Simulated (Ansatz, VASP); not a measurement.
**BN: VASP beside Ansatz**

```xyz
12
Lattice="-2.5440 0.0000 0.0000 -1.2720 -2.2031 0.0000 -0.7632 0.0000 12.6232" Properties=species:S:1:pos:R:3 pbc="T T T"
B    -2.5440   -1.4688    2.8922
B    -2.5440   -1.4688    7.0999
B    -2.5440   -1.4688   11.3077
B    -1.2720   -0.7344    0.7883
B    -1.2720   -0.7344    4.9961
B    -1.2720   -0.7344    9.2038
N    -2.5440   -1.4688    1.3160
N    -2.5440   -1.4688    5.5237
N    -2.5440   -1.4688    9.7315
N    -1.2720   -0.7344   11.8353
N    -1.2720   -0.7344    3.4198
N    -1.2720   -0.7344    7.6276
```

Alike in both runs: task single point; functional r2SCAN; k mesh 10 × 10 × 2; occupations gaussian, width 0.05 eV; no spin polarisation.

```csv
,VASP,Ansatz
version,VASP 6.6.1,Ansatz 0.2.0
potentials or method,"VASP PAW PBE potentials, release 64 (B, N), cutoff 520 eV","scalar-relativistic, plane waves, PAW"
valence electrons in the cell,48,48
```

```csv
,VASP,Ansatz,Ansatz less VASP
gap on the k mesh at the Fermi level (eV),4.36,4.36,+0.005
least direct gap on the mesh (eV),6.17,6.18,+0.004
pressure (GPa),1.5,0.4,-1.08
"traceless stress, the component that is largest in VASP (GPa)",15.65,15.66,+0.018
rms of the force components (eV/Å),0.806,0.810,+0.0040
```

VASP's potentials were made for PBE, not for r2SCAN. Atom by atom the forces differ by 0.008 eV/Å (rms over components). With one functional, cell and mesh, what is left measures potentials, basis and numerics.
